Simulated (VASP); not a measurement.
# Si3Ag: single point with PBE

The system is Si3Ag.

```
Si Ag
1.0
     0.00000    3.19354    3.19354
     3.19354    0.00000    3.19354
     3.19354    3.19354    0.00000
Si Ag
3 1
Direct
  0.50000 0.50000 0.50000
  0.25000 0.25000 0.25000
  0.75000 0.75000 0.75000
  0.00000 0.00000 0.00000
```

The cell was built from a structure type or drawn by symmetry, and may not be a known phase.

- Program: VASP 6.6.1
- Task: single point
- Functional: PBE
- Potentials or basis: VASP PAW PBE potentials, release 64 (Si, Ag)
- Cutoff: 520 eV
- k mesh: 12 × 12 × 12
- Occupations: gaussian, width 0.1 eV
- Spin: no spin polarisation
- Dipole correction: no
- Further INCAR settings: ALGO = Normal; EDIFF = 1e-06; NBANDS = 20

- Pressure: 0.0 GPa
- Band gap on the k mesh: zero (an odd number of electrons rules out a gap without spin polarisation)

Levels at points of the mesh, in eV from the Fermi level:
```tsv
k point	band 7	band 8	band 9	band 10	band 11	band 12	band 13	band 14	band 15	band 16
(0.00, 0.00, 0.00)	-4.02	-1.95	-1.67	-1.67	-1.67	-0.32	-0.32	-0.32	1.69	1.69
(0.50, 0.00, 0.00)	-5.12	-4.39	-1.85	-1.85	-1.61	-1.61	-0.49	3.42	4.36	5.21
(0.50, 0.50, 0.00)	-5.08	-5.08	-4.68	-3.25	-3.11	3.52	3.52	4.25	4.58	4.58
```

Run time: 120 s on 1 thread of Intel(R) Xeon(R) Platinum 8488C (Sapphire Rapids), on a shared host, peak memory 0.25 GiB.
